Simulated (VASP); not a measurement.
# Si7O16 (a cell with a defect) in VASP: notebook, part 3 of 4

VASP 6.6.1.

**4. Single point, PBE+D3(BJ)**

File INCAR:

```
SYSTEM = Si7O16
PREC = Accurate
ENCUT = 520
EDIFF = 1E-6
ISMEAR = -1
SIGMA = 0.05
LREAL = Auto
LASPH = .TRUE.
NELM = 80
ALGO = Normal
ISIF = 2
LWAVE = .FALSE.
LCHARG = .FALSE.
GGA = PE
IVDW = 12
NBANDS = 79
```

File KPOINTS:

```
regular mesh
0
G
  2 2 3
  0 0 0
```

File POSCAR:

```
Si7O16
1.0
   -4.1560000000     -4.1560000000      0.0000000000
    4.1560000000     -4.1560000000      0.0000000000
    0.0000000000      0.0000000000      5.3202000000
Si O
7 16
Direct
    0.4195228585      0.5002367661      0.3414095335
   -0.0357072907      0.5002915063      0.2473698357
   -0.0024041145      0.5002809192      0.7570809368
    0.0070703802      0.0002532483      0.0001776249
    0.5126170597      0.0002566169      0.2476918161
    0.0062984841      0.0003040183      0.5026703883
    0.5087530077      0.0002385707      0.7527042216
    0.1892116218      0.5003458855      0.0217974888
    0.0000732676      0.1941993503      0.2522324349
    0.8012545717      0.5002788739     -0.0124063005
   -0.0000038499      0.8063623677      0.2522890117
    0.1853486526      0.5002904235      0.4937008007
    0.0130970885      0.1959801492      0.7509022217
    0.8027635948      0.5002015159      0.5100456750
    0.0130245428      0.8045779596      0.7508492162
    0.7086816651      0.0002406160     -0.0058980865
    0.5252289461      0.7215229788      0.2389703395
    0.3093901588      0.0001276468      0.0018824480
    0.5250632820      0.2789846006      0.2386553137
    0.7071448508      0.0003813763      0.5056445246
    0.5000652069      0.7096917709      0.7362249539
    0.3088917228      0.0002629933      0.4969604526
    0.4999051973      0.2907788739      0.7362371715
```

Potentials or basis: VASP PAW PBE potentials, release 64 (Si, O).

Launch:

```console
$ cat potpaw_PBE.64/Si/POTCAR potpaw_PBE.64/O/POTCAR > POTCAR
$ mpirun -np 1 vasp_std > vasp.out
```

OUTCAR:

```text
SYSTEM = Si7O16
   PREC = Accurate
   ENCUT = 520
   EDIFF = 1E-6
   ISMEAR = -1
   LREAL = Auto
   LASPH = .TRUE.
   NELM = 80
   ISIF = 2
   GGA = PE
   IVDW = 12
 IVDW          = 12

 ion  position               nearest neighbor table
   1  0.420  0.500  0.341-  17 1.54  19 1.54  12 1.60   8 2.17  14 2.42  23 2.48  21 2.48   2 2.72
                             5 3.03   5 3.03
   2  0.964  0.500  0.247-  10 1.68  14 1.69   8 1.79  11 1.81   9 1.81  12 1.85   3 2.62   3 2.72
                             1 2.72
   3  0.998  0.500  0.757-  10 1.68  14 1.74  12 1.78  15 1.79  13 1.79   8 1.80   2 2.62   2 2.72
[... 11 lines left out ...]
  10  0.801  0.500  0.988-   2 1.68   3 1.68
  11  1.000  0.806  0.252-   6 1.75   4 1.76   2 1.81
  12  0.185  0.500  0.494-   1 1.60   3 1.78   2 1.85
  13  0.013  0.196  0.751-   6 1.75   4 1.76   3 1.79
  14  0.803  0.500  0.510-   2 1.69   3 1.74   1 2.42
  15  0.013  0.805  0.751-   6 1.75   4 1.76   3 1.79
  16  0.709  0.000  0.994-   7 1.74   4 1.75   5 1.77
  17  0.525  0.722  0.239-   1 1.54   5 1.64
  18  0.309  0.000  0.002-   7 1.77   5 1.77   4 1.78
  19  0.525  0.279  0.239-   1 1.54   5 1.64
  20  0.707  0.000  0.506-   7 1.76   6 1.76   5 1.79
  21  0.500  0.710  0.736-   7 1.71   1 2.48
  22  0.309  0.000  0.497-   6 1.78   5 1.79   7 1.80
  23  0.500  0.291  0.736-   7 1.71   1 2.48

  LATTYP: Found a simple tetragonal cell.
 ALAT       =     5.8774715652
 C/A-ratio  =     0.9051851533

  Lattice vectors:

 A1 = (  -4.1560000000,  -4.1560000000,   0.0000000000)
 A2 = (   4.1560000000,  -4.1560000000,   0.0000000000)
 A3 = (   0.0000000000,   0.0000000000,   5.3202000000)

Analysis of symmetry for initial positions (statically):
=====================================================================
 Subroutine PRICEL returns:
 Original cell was already a primitive cell.

 Routine SETGRP: Setting up the symmetry group for a
 simple tetragonal supercell.

[... 165 lines left out ...]
  Fermi-wavevector in a.u.,A,eV,Ry     =   1.435861  2.713384 28.051086  2.061697
  Thomas-Fermi vector in A             =   2.555113
   LORBIT       =      0    0 simple, 1 ext, 2 COOP (PROOUT), +10 PAW based schemes
   GGA     = PE    functional components
   LHFCALC =     F    Hartree Fock is set to
   AEXX    =    0.0000 exact exchange contribution
   IVDW    =    12    specifies the selected vdW correction
   LEPSILON=     F    determine dielectric tensor
   LRPA    =     F    only Hartree local field effects (RPA)
 non-spin polarized calculation
  energy-cutoff  :      520.00
  volume of cell :      183.78
 maximum number of plane-waves:      4996
 NGX is ok and might be reduce to    48
   NGX = 21   NGY = 21   NGZ = 19

 number of electron     123.9999951 magnetization

 Free energy of the ion-electron system (eV)
  ---------------------------------------------------
  ext. energy  EPLUGINS =         0.00000000
  ---------------------------------------------------
  free energy    TOTEN  =      -161.60775708 eV

  energy without entropy =     -161.48392758  energy(sigma->0) =     -161.54584233

 E-fermi :   6.6397     XC(G=0): -12.0439

 val. band max:        6.6209037536   @ k =   0.0000   0.0000   0.0000
 cond. band min:       6.6510677425   @ k =   0.5000   0.0000   0.0000
 fundamental gap:      0.0301639889
 Fermi energy:         6.6396563246

 k-point     1 :       0.0000    0.0000    0.0000
  band No.  band energies     occupation
      1     -15.5431      2.00000
      2     -13.9859      2.00000
      3     -13.4181      2.00000
      4     -12.9721      2.00000
      5     -12.8278      2.00000
      6     -12.4684      2.00000
[... 605 lines left out ...]
     73      17.2377      0.00000
     74      17.5050      0.00000
 [bands above 74 left out]

------------------------ aborting loop because EDIFF is reached ----------------------------------------

 Edisp (eV)   -5.04315

 E8    (eV) :    -1.7020

  FORCE on cell =-STRESS in cart. coord.  units (eV):
  Direction    XX          YY          ZZ          XY          YZ          ZX
  --------------------------------------------------------------------------------------
  -------------------------------------------------------------------------------------
  Total      24.33114    24.33036    13.56628    -3.13022     3.07925     3.08599
  in kB     212.11137   212.10463   118.26670   -27.28830    26.84395    26.90274
  external pressure =      180.83 kB  Pullay stress =        0.00 kB

 VOLUME and BASIS-vectors are now :
 -----------------------------------------------------------------------------
  energy-cutoff  :      520.00
  volume of cell :      183.78
      direct lattice vectors                 reciprocal lattice vectors
    -4.156000000 -4.156000000  0.000000000    -0.120307988 -0.120307988  0.000000000
     4.156000000 -4.156000000  0.000000000     0.120307988 -0.120307988  0.000000000
     0.000000000  0.000000000  5.320200000     0.000000000  0.000000000  0.187962859

 POSITION                                       TOTAL-FORCE (eV/Angst)
 -----------------------------------------------------------------------------------
      0.33545     -3.82252      1.81637        -0.466177     -0.464745      1.222155
     -1.92839     -6.08681      1.31606        -0.144782     -0.144210     -0.035165
     -2.06684     -6.22518      4.02782        -0.015227     -0.014022     -0.021142
     -0.02833     -0.03044      0.00094         0.004506      0.004404     -0.023507
     -2.12937     -2.13150      1.31777         0.009519      0.010441     -0.079276
     -0.02491     -0.02744      2.67431         0.015007      0.015533     -0.019941
[... 15 lines left out ...]
     -1.28266     -1.28485      2.64393         0.023235      0.023590     -0.036920
     -0.86913     -3.28608      3.91693         0.120441     -0.044325     -0.217192
 -----------------------------------------------------------------------------------
    total drift:                                0.001490      0.004464      0.005736

  FREE ENERGIE OF THE ION-ELECTRON SYSTEM (eV)
  ---------------------------------------------------
  free  energy   TOTEN  =      -166.6509051144 eV

  energy  without entropy=     -166.5270756175  energy(sigma->0) =     -166.58899037
```

OSZICAR:

```text
N       E                     dE             d eps       ncg     rms          rms(c)
DAV:   1     0.684325470716E+03    0.68433E+03   -0.70723E+04  1272   0.154E+03
DAV:   2    -0.137609971672E+03   -0.82194E+03   -0.80333E+03  1504   0.342E+02
DAV:   3    -0.177379581387E+03   -0.39770E+02   -0.39378E+02  1504   0.771E+01
[... 15 lines left out ...]
DAV:  19    -0.161607745336E+03    0.10999E-03   -0.85598E-04  1448   0.675E-02    0.173E-02
DAV:  20    -0.161607756937E+03   -0.11601E-04   -0.40150E-05  1448   0.248E-02    0.101E-02
DAV:  21    -0.161607758623E+03   -0.16859E-05   -0.26049E-05  1040   0.117E-02    0.165E-02
DAV:  22    -0.161607757594E+03    0.10287E-05   -0.28074E-05  1208   0.115E-02    0.909E-03
DAV:  23    -0.161607757077E+03    0.51753E-06   -0.64127E-06   800   0.559E-03
   1 F= -.16665091E+03 E0= -.16658899E+03  d E =-.123829E+00
```

Wall time 4.3 min (1 thread of Intel Xeon Platinum 8488C (Sapphire Rapids), shared host); peak memory 0.3 GiB.

What came out:

| Quantity | Value |
| --- | --- |
| Free energy | -166.6509 eV |
| Pressure | 18.1 GPa |
| Largest force | 1.388 eV/Å |
| Band gap on the k mesh | zero (bands 62 and 63 overlap by 0.12 eV) |
| Dispersion energy per atom | -0.219 eV |

Forces in eV/Å, atoms in the order of the input:
```
Si  -0.466 -0.465  1.222
Si  -0.145 -0.144 -0.035
Si  -0.015 -0.014 -0.021
Si   0.005  0.004 -0.024
Si   0.010  0.010 -0.079
Si   0.015  0.016 -0.020
Si   0.020  0.021  0.008
O    0.013  0.013 -0.048
O    0.011 -0.009 -0.012
O    0.055  0.056  0.017
O   -0.008  0.010 -0.014
O    0.104  0.103  0.104
O    0.045  0.032 -0.035
O    0.051  0.051 -0.111
O    0.030  0.045 -0.035
O    0.011  0.010 -0.039
O    0.083  0.021 -0.162
O    0.028  0.026 -0.047
O    0.023  0.081 -0.159
O    0.031  0.031 -0.039
O   -0.045  0.122 -0.217
O    0.023  0.024 -0.037
O    0.120 -0.044 -0.217
```

Stress tensor (GPa, compression positive):
```
21.21 -2.73  2.69
-2.73 21.21  2.68
 2.69  2.68 11.83
```

Caveat: the k points lie up to 0.53 Å⁻¹ apart.

[end of part 3 of 4]

The gap in the log of VASP goes by the Fermi energy; the results here count the filled bands.